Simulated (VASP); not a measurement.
# SiC4 (P4cc) in VASP: relaxation of cell and atoms with PBE

Aim: the relaxation of cell and atoms of SiC4 with PBE.

Everything below comes from runs of VASP 6.6.1. Logs are shortened: lines on timing, memory, paths and dates and some standing lists are left out, and cuts for length are marked.

## Step 1: The cell of the first run

Symmetry: P4cc, No. 103, tetragonal system. The conventional cell has a = 4.912 Å, b = 4.912 Å, c = 5.134 Å, α = 90.00°, β = 90.00°, γ = 90.00°. Within 2.8 Å of Si (site symmetry 4) lie 8 C at 2.10 to 2.26 Å and 2 Si at 2.57 Å. Within 3.1 Å of C (site symmetry 1) lie 2 Si at 2.10 to 2.26 Å and 11 C at 2.20 to 3.07 Å.

The cell was generated, and may not be a known phase.

## Step 2: Relaxation of cell and atoms, PBE

Contents of INCAR:

```
PREC = Accurate ; ENCUT = 600
EDIFF = 1E-7 ; ISMEAR = 0
SIGMA = 0.1 ; LREAL = False
LASPH = True ; NELM = 80
ALGO = Normal ; ISIF = 3
LWAVE = False ; LCHARG = False
GGA = PE ; IBRION = 2
NSW = 90 ; EDIFFG = -0.04
```

Contents of KPOINTS:

```
Automatic mesh
0
Gamma
  4 4 4
```

Contents of POSCAR:

```
SiC4
1.0
    4.9115136900      0.0000000000      0.0000000000
    0.0000000000      4.9115136900      0.0000000000
    0.0000000000      0.0000000000      5.1339418300
Si C
2 8
Direct
    0.0000000000      0.0000000000      0.2245000000
    0.0000000000      0.0000000000      0.7245000000
    0.1439999900      0.3280000100      0.0000000000
    0.6719999900      0.1439999900      0.0000000000
    0.8560000100      0.6719999900      0.0000000000
    0.3280000100      0.8560000100      0.0000000000
    0.8560000100      0.3280000100      0.5000000000
    0.3280000100      0.1439999900      0.5000000000
    0.1439999900      0.6719999900      0.5000000000
    0.6719999900      0.8560000100      0.5000000000
```

Potentials or basis: VASP PAW PBE potentials, release 64 (Si, C).

Command:

```bash
$ cat potpaw_PBE.64/Si/POTCAR potpaw_PBE.64/C/POTCAR > POTCAR
$ mpirun -np 1 vasp_std > vasp.out
```

OUTCAR:

```text
PREC = Accurate
   ENCUT = 600
   EDIFF = 1E-7
   ISMEAR = 0
   LREAL = False
   LASPH = True
   NELM = 80
   ISIF = 3
   GGA = PE
   IBRION = 2
   NSW = 90
   EDIFFG = -0.04

 ion  position               nearest neighbor table
   1  0.000  0.000  0.224-   3 2.10   4 2.10   5 2.10   6 2.10   7 2.26   8 2.26   9 2.26  10 2.26
                             2 2.57   2 2.57
   2  0.000  0.000  0.724-   7 2.10   8 2.10   9 2.10  10 2.10   3 2.26   4 2.26   5 2.26   6 2.26
                             1 2.57   1 2.57
   3  0.144  0.328  0.000-   1 2.10   2 2.26
   4  0.672  0.144  0.000-   1 2.10   2 2.26
   5  0.856  0.672  0.000-   1 2.10   2 2.26
   6  0.328  0.856  0.000-   1 2.10   2 2.26
   7  0.856  0.328  0.500-   2 2.10   1 2.26
   8  0.328  0.144  0.500-   2 2.10   1 2.26
   9  0.144  0.672  0.500-   2 2.10   1 2.26
  10  0.672  0.856  0.500-   2 2.10   1 2.26

  LATTYP: Found a simple tetragonal cell.
 ALAT       =     4.9115136900
 C/A-ratio  =     1.0452870854

  Lattice vectors:

 A1 = (   4.9115136900,   0.0000000000,   0.0000000000)
 A2 = (   0.0000000000,   4.9115136900,   0.0000000000)
 A3 = (   0.0000000000,   0.0000000000,   5.1339418300)

Analysis of symmetry for initial positions (statically):
=====================================================================
 Subroutine PRICEL returns:
 Original cell was already a primitive cell.

 Routine SETGRP: Setting up the symmetry group for a
 simple tetragonal supercell.

 Subroutine GETGRP returns: Found  8 space group operations
 (whereof  4 operations were pure point group operations)
 out of a pool of 16 trial point group operations.

The static configuration has the point symmetry     .
 The point group associated with its full space group is C_4v.

Analysis of symmetry for dynamics (positions and initial velocities):
=====================================================================
 Subroutine PRICEL returns:
 Original cell was already a primitive cell.

 Routine SETGRP: Setting up the symmetry group for a
 simple tetragonal supercell.

 Subroutine GETGRP returns: Found  8 space group operations
 (whereof  4 operations were pure point group operations)
 out of a pool of 16 trial point group operations.

The dynamic configuration has the point symmetry C_4v.
 The point group associated with its full space group is C_4v.

 Subroutine INISYM returns: Found  8 space group operations
 (whereof  4 operations are pure point group operations),
 and found     1 'primitive' translations

----------------------------------------------------------------------------------------

                                     Primitive cell

  volume of cell :     123.8459

  direct lattice vectors                    reciprocal lattice vectors
     4.911513690  0.000000000  0.000000000     0.203603220  0.000000000  0.000000000
     0.000000000  4.911513690  0.000000000     0.000000000  0.203603220  0.000000000
     0.000000000  0.000000000  5.133941830     0.000000000  0.000000000  0.194782106

  length of vectors
     4.911513690  4.911513690  5.133941830     0.203603220  0.203603220  0.194782106

  position of ions in fractional coordinates (direct lattice)
     0.000000000  0.000000000  0.224500000
     0.000000000  0.000000000  0.724500000
     0.143999990  0.328000010  0.000000000
     0.671999990  0.143999990  0.000000000
     0.856000010  0.671999990  0.000000000
     0.328000010  0.856000010  0.000000000
     0.856000010  0.328000010  0.500000000
     0.328000010  0.143999990  0.500000000
     0.143999990  0.671999990  0.500000000
     0.671999990  0.856000010  0.500000000

  ion indices of the primitive-cell ions
   primitive index   ion index
                 1           1
                 2           2
                 3           3
                 4           4
                 5           5
                 6           6
                 7           7
                 8           8
                 9           9
                10          10

----------------------------------------------------------------------------------------

 KPOINTS: Automatic mesh

Automatic generation of k-mesh.
 Grid dimensions read from file:
 generate k-points for:    4    4    4

 Generating k-lattice:

  Cartesian coordinates                     Fractional coordinates (reciprocal lattice)
     0.050900805  0.000000000  0.000000000     0.250000000  0.000000000  0.000000000
     0.000000000  0.050900805  0.000000000     0.000000000  0.250000000  0.000000000
     0.000000000  0.000000000  0.048695526     0.000000000  0.000000000  0.250000000

  Length of vectors
     0.050900805  0.050900805  0.048695526

  Shift w.r.t. Gamma in fractional coordinates (k-lattice)
     0.000000000  0.000000000  0.000000000

 Subroutine IBZKPT returns following result:
 ===========================================

 Found     18 irreducible k-points:

 Following reciprocal coordinates:
            Coordinates               Weight
  0.000000  0.000000  0.000000      1.000000
  0.250000  0.000000  0.000000      4.000000
  0.500000  0.000000  0.000000      2.000000
  0.250000  0.250000  0.000000      4.000000
  0.500000  0.250000  0.000000      4.000000
  0.500000  0.500000  0.000000      1.000000
[... 10 lines left out ...]
  0.500000  0.250000  0.500000      4.000000
  0.500000  0.500000  0.500000      1.000000
   k-points           NKPTS =     18   k-points in BZ     NKDIM =     18   number of bands    NBANDS=     26
   number of dos      NEDOS =    301   number of ions     NIONS =     10
   total plane-waves  NPLWV =  67200
   dimension x,y,z NGX =    40 NGY =   40 NGZ =   42
   dimension x,y,z NGXF=    80 NGYF=   80 NGZF=   84
   ions per type =               2   8
   NGX,Y,Z   is equivalent  to a cutoff of  13.54, 13.54, 13.60 a.u.
   NGXF,Y,Z  is equivalent  to a cutoff of  27.08, 27.08, 27.20 a.u.
 SYSTEM =  unknown system
   PREC   = accura    normal or accurate (medium, high low for compatibility)
   ISTART =      0    job   : 0-new  1-cont  2-samecut
   ICHARG =      2    charge: 1-file 2-atom 10-const
   ISPIN  =      1    spin polarized calculation?
   LNONCOLLINEAR =      F non collinear calculations
   LSORBIT =      F    spin-orbit coupling
   LASPH  =      T    aspherical Exc in radial PAW
   ENCUT  =  600.0 eV  44.10 Ry    6.64 a.u.   9.81  9.81 10.25*2*pi/ulx,y,z
   NELM   =     80;   NELMIN=  2; NELMDL= -5     # of ELM steps
   EDIFF  = 0.1E-06   stopping-criterion for ELM
   LREAL  =      F    real-space projection
   EDIFFG = -.4E-01   stopping-criterion for IOM
   NSW    =     90    number of steps for IOM
   IBRION =      2    ionic relax: 0-MD 1-quasi-New 2-CG
   NFREE  =      1    steps in history (QN), initial steepest desc. (CG)
   ISIF   =      3    stress and relaxation
   ISYM   =      2    0-nonsym 1-usesym 2-fastsym
   POTIM  = 0.5000    time-step for ionic-motion
   TEBEG  =    0.0;   TEEND  =   0.0 temperature during run
   PSTRESS=    0.0 pullay stress
   NELECT =      40.0000    total number of electrons
   NUPDOWN=      -1.0000    fix difference up-down
   EMIN   =  10.00;   EMAX   =-10.00  energy-range for DOS
   EFERMI =   0.00;   METHOD = LEGACY
   ISMEAR =     0;   SIGMA  =   0.10  broadening in eV -4-tet -1-fermi 0-gaus
   EFERMI_NEDOS =   21; number of points for ismear=-14 and -15
   IALGO  =     38    algorithm
   IMIX   =      4    mixing-type and parameters
     AMIX     =   0.40;   BMIX     =  1.00
     AMIX_MAG =   1.60;   BMIX_MAG =  1.00
  volume/ion in A,a.u.               =      12.38        83.58
  Fermi-wavevector in a.u.,A,eV,Ry     =   1.123227  2.122592 17.165645  1.261639
  Thomas-Fermi vector in A             =   2.259892
   LORBIT       =      0    0 simple, 1 ext, 2 COOP (PROOUT), +10 PAW based schemes
   GGA     = PE    functional components
   LHFCALC =     F    Hartree Fock is set to
   AEXX    =    0.0000 exact exchange contribution
   IVDW    =     0    specifies the selected vdW correction
   LEPSILON=     F    determine dielectric tensor
   LRPA    =     F    only Hartree local field effects (RPA)
 conjugate gradient relaxation of ions
 non-spin polarized calculation
 Gauss-broadening in eV      SIGMA  =   0.10
  energy-cutoff  :      600.00
  volume of cell :      123.85
 maximum number of plane-waves:      4180
 NGX is ok and might be reduce to    40
   NGX = 19   NGY = 19   NGZ = 21

--------------------------------------- Ionic step        1  -------------------------------------------

 number of electron      40.0000000 magnetization

 Free energy of the ion-electron system (eV)
  ---------------------------------------------------
  ext. energy  EPLUGINS =         0.00000000
  ---------------------------------------------------
  free energy    TOTEN  =       -48.90737608 eV

  energy without entropy =      -48.87899798  energy(sigma->0) =      -48.89318703

------------------------ aborting loop because EDIFF is reached ----------------------------------------

  FORCE on cell =-STRESS in cart. coord.  units (eV):
  Direction    XX          YY          ZZ          XY          YZ          ZX
  --------------------------------------------------------------------------------------
  -------------------------------------------------------------------------------------
  Total      -22.8082456    -22.8082456     -0.3781008      0.0000000      0.0000000      0.0000000
  in kB     -295.0671093   -295.0671093     -4.8914370      0.0000000      0.0000000      0.0000000
  external PRESSURE =    -198.3418852 kB  Pullay stress =       0.0000000 kB
[... 113 lines left out ...]
  FREE ENERGIE OF THE ION-ELECTRON SYSTEM (eV)
  ---------------------------------------------------
  free  energy   TOTEN  =       -52.8052496711 eV

  energy  without entropy=      -52.7758915128  energy(sigma->0) =      -52.79057059

 E-fermi :  10.5182     XC(G=0): -12.3615

 val. band max:       10.5017000304   @ k =   0.5000   0.2500   0.5000
 cond. band min:      10.5369686852   @ k =   0.0000   0.0000   0.5000
 fundamental gap:      0.0352686548
 Fermi energy:        10.5181632693

 k-point     1 :       0.0000    0.0000    0.0000
  band No.  band energies     occupation
      1     -11.4350      2.00000
      2      -9.6647      2.00000
      3      -3.7358      2.00000
      4      -3.1802      2.00000
      5      -2.8202      2.00000
      6      -1.6518      2.00000
[... 511 lines left out ...]
     25      14.2850      0.00000
     26      14.2850      0.00000

[... ionic steps 4 to 29 ...]

--------------------------------------- Ionic step       30  -------------------------------------------

 number of electron      39.9999998 magnetization

------------------------ aborting loop because EDIFF is reached ----------------------------------------

  FORCE on cell =-STRESS in cart. coord.  units (eV):
  Direction    XX          YY          ZZ          XY          YZ          ZX
  --------------------------------------------------------------------------------------
  -------------------------------------------------------------------------------------
  Total       -0.2574799     -0.2574799     -0.2178814      0.0000000      0.0000000      0.0000000
  in kB       -3.9881546     -3.9881546     -3.3748058      0.0000000      0.0000000      0.0000000
  external PRESSURE =      -3.7837050 kB  Pullay stress =       0.0000000 kB
[... 73 lines left out ...]
  energy  without entropy=      -74.0462029020  energy(sigma->0) =      -74.04849325

--------------------------------------- Ionic step       32  -------------------------------------------

 number of electron      39.9999998 magnetization

 Free energy of the ion-electron system (eV)
  ---------------------------------------------------
  ext. energy  EPLUGINS =         0.00000000
  ---------------------------------------------------
  free energy    TOTEN  =       -74.05107494 eV

  energy without entropy =      -74.04628108  energy(sigma->0) =      -74.04867801

 E-fermi :   6.8593     XC(G=0): -10.4021

 val. band max:        6.7698131888   @ k =   0.0000   0.0000   0.0000
 cond. band min:       6.9140540608   @ k =   0.5000   0.5000   0.2500
 fundamental gap:      0.1442408720
 Fermi energy:         6.8592628630

 k-point     1 :       0.0000    0.0000    0.0000
  band No.  band energies     occupation
      1     -14.2945      2.00000
      2     -14.1381      2.00000
      3      -5.7225      2.00000
      4      -5.6802      2.00000
      5      -5.3254      2.00000
      6      -5.2980      2.00000
[... 548 lines left out ...]
  FREE ENERGIE OF THE ION-ELECTRON SYSTEM (eV)
  ---------------------------------------------------
  free  energy   TOTEN  =       -74.0510749379 eV

  energy  without entropy=      -74.0462810838  energy(sigma->0) =      -74.04867801

 reached required accuracy - stopping structural energy minimisation
```

It took 12 min on 1 thread of Intel Xeon 6975P-C (Granite Rapids), shared host; peak memory 0.28 GiB.

What came out:

| Property | Result |
| --- | --- |
| Free energy | -74.0511 eV |
| Relaxed volume | 10.33 Å³/atom |
| Relaxed cell | a = 3.512 Å, b = 3.512 Å, c = 8.375 Å, α = 90.00°, β = 90.00°, γ = 90.00° |
| Space group after relaxing (to 0.1 Å) | P4/mmm (No. 123) |
| Energy gained by relaxing | 2514.4 meV/atom |
| Ionic steps | 32 |
| Pressure after relaxing | -0.1 GPa |
| Largest force after relaxing | 0.031 eV/Å |
| Band gap on the k mesh | zero (bands 20 and 21 overlap by 0.79 eV) |

Forces in eV/Å, atoms in the order of the input:
```
Si   0.000  0.000  0.007
Si   0.000  0.000  0.007
C    0.008  0.030 -0.002
C   -0.030  0.008 -0.002
C   -0.008 -0.030 -0.002
C    0.030 -0.008 -0.002
C   -0.008  0.030 -0.002
C    0.030  0.008 -0.002
C    0.008 -0.030 -0.002
C   -0.030 -0.008 -0.002
```

The path:
| step | energy change (eV) | largest force (eV/Å) | pressure (GPa) | volume (Å³) |
| --- | --- | --- | --- | --- |
| 1 | 0.0000 | 1.3229 | -19.83 | 123.85 |
| 2 | -4.2741 | 2.1368 | -0.89 | 97.91 |
| 3 | -3.8979 | 6.8800 | 73.56 | 72.83 |
| 4 | -5.2029 | 3.5710 | 19.02 | 87.17 |
| 5 | -7.4517 | 3.9679 | 25.39 | 82.85 |
| 6 | -7.7656 | 3.1573 | 91.99 | 69.41 |
| 7 | -9.3731 | 3.6460 | 39.79 | 77.12 |
| 8 | -9.3648 | 2.2560 | 63.86 | 72.57 |
| 9 | -9.6326 | 2.9562 | 51.12 | 74.56 |
| 10 | -11.7312 | 2.3803 | 38.36 | 78.68 |
| 11 | -12.4654 | 5.5526 | 35.39 | 85.54 |
| 12 | -14.1541 | 4.9625 | 18.80 | 91.47 |
| 13 | -16.5411 | 3.4250 | -11.26 | 107.10 |
| 14 | -16.7505 | 2.8703 | -19.13 | 113.21 |
| 15 | -17.8725 | 2.6560 | -21.88 | 112.78 |
| 16 | -21.2097 | 1.4679 | -25.26 | 111.37 |
| 17 | -17.8821 | 7.2644 | 2.28 | 108.08 |
| 18 | -22.0430 | 0.7719 | -23.09 | 110.52 |
| 19 | -23.6378 | 2.2135 | -6.11 | 102.54 |
| 20 | -23.7974 | 3.0378 | 1.42 | 99.80 |
| 21 | -24.6440 | 1.1492 | 6.80 | 97.64 |
| 22 | -24.6658 | 1.5972 | 10.16 | 96.96 |
| 23 | -25.0228 | 0.1977 | 8.30 | 99.06 |
| 24 | -25.0572 | 0.7187 | 7.02 | 100.42 |
| 25 | -25.0642 | 0.5187 | 7.31 | 100.07 |
| 26 | -25.1279 | 0.5480 | 0.31 | 103.07 |
| 27 | -25.1297 | 0.4276 | 1.28 | 102.64 |
| 28 | -25.1402 | 0.2360 | -0.55 | 103.58 |
| 29 | -25.1411 | 0.1691 | -0.15 | 103.37 |
| 30 | -25.1433 | 0.0448 | -0.38 | 103.44 |
| 31 | -25.1434 | 0.0453 | -0.42 | 103.45 |
| 32 | -25.1437 | 0.0308 | -0.10 | 103.32 |

Final structure:
```xyz
10
Lattice="3.5124 0.0000 0.0000 0.0000 3.5124 0.0000 0.0000 0.0000 8.3747" Properties=species:S:1:pos:R:3 pbc="T T T"
Si    0.0000    0.0000    2.0693
Si    0.0000    0.0000    6.2567
C     3.5122    1.0459    8.3274
C     2.4665    3.5122    8.3274
C     0.0002    2.4665    8.3274
C     1.0459    0.0002    8.3274
C     0.0002    1.0459    4.1401
C     1.0459    3.5122    4.1401
C     3.5122    2.4665    4.1401
C     2.4665    0.0002    4.1401
```

Levels at points of the mesh, in eV from the Fermi level:
```
           k point  band 18  band 19  band 20  band 21  band 22  band 23
(0.00, 0.00, 0.00)    -1.31    -0.92    -0.09     0.55     0.55     2.38
(0.50, 0.00, 0.00)    -1.54    -0.87    -0.54     0.77     2.38     2.45
(0.50, 0.50, 0.00)    -4.62    -4.62    -0.49    -0.49     1.36     2.65
(0.00, 0.00, 0.50)    -0.63    -0.63    -0.63    -0.51    -0.51     4.03
(0.50, 0.00, 0.50)    -3.38    -0.22    -0.22     0.39     0.39     2.59
(0.50, 0.50, 0.50)    -5.23    -2.10    -2.10     1.28     1.28     1.28
```

Caveat: the volume moved by over 15 % at a fixed basis, so the end points are rough; semilocal functionals underestimate gaps, and a narrow one can read as zero.

The gap in the log of VASP goes by the Fermi energy; the results here count the filled bands.